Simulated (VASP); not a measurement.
Wanted: the native input for a VASP 6.6.1 run.

```
Task                   : single point
Functional             : PBEsol
Potentials or basis    : VASP PAW PBE potentials, release 64 (Al, Cu)
Cutoff                 : 520 eV
k mesh                 : 10 × 10 × 10
Occupations            : gaussian, width 0.15 eV
Spin                   : no spin polarisation
Dipole correction      : no
Further INCAR settings : ALGO = Fast; EDIFF = 1e-06; NBANDS = 26
```

The structure of Al2Cu lies in POSCAR:

```
Al2Cu
1.0
   -3.0564500000      3.0564500000      2.4138103907
    3.0564500000     -3.0564500000      2.4138103907
    3.0564500000      3.0564500000     -2.4138103907
Al Cu
4 2
Direct
    0.1593210787      0.6593210787      0.8186421574
    0.6593210787      0.8406789213      0.5000000000
    0.8406789213      0.3406789213      0.1813578426
    0.3406789213      0.1593210787      0.5000000000
    0.7500000000      0.7500000000      0.0000000000
    0.2500000000      0.2500000000      0.0000000000
```

These files were run (other wordings do the same):

INCAR

```
SYSTEM = Al2Cu
  PREC = Accurate
  ENCUT = 520
  EDIFF = 1E-6
  ISMEAR = 0
  SIGMA = 0.15
  LREAL = .FALSE.
  LASPH = .TRUE.
  NELM = 60
  ALGO = Fast
  ISIF = 2
  LWAVE = .FALSE.
  LCHARG = .TRUE.
  GGA = PS
  LELF = .TRUE.
  LVHAR = .TRUE.
  NBANDS = 26
```

KPOINTS

```
Automatic mesh
0
G
  10 10 10
  0 0 0
```

Potentials or basis: VASP PAW PBE potentials, release 64 (Al, Cu).

Command:

```bash
$ cat potpaw_PBE.64/Al/POTCAR potpaw_PBE.64/Cu/POTCAR > POTCAR
$ mpirun -np 1 vasp_std > vasp.out
```

Results of the run:

The pressure is -3.8 GPa and the largest force is 0.028 eV/Å. The band gap on the k mesh is zero (bands 17 and 18 overlap by 4.49 eV).

Caveat: the cell stands under tension; the PAW data sets were made with another functional, which shifts forces and pressure a little.

It took 9.2 min on 1 thread of Intel Xeon 8259CL, with other jobs on the host, peak memory 0.38 GiB.
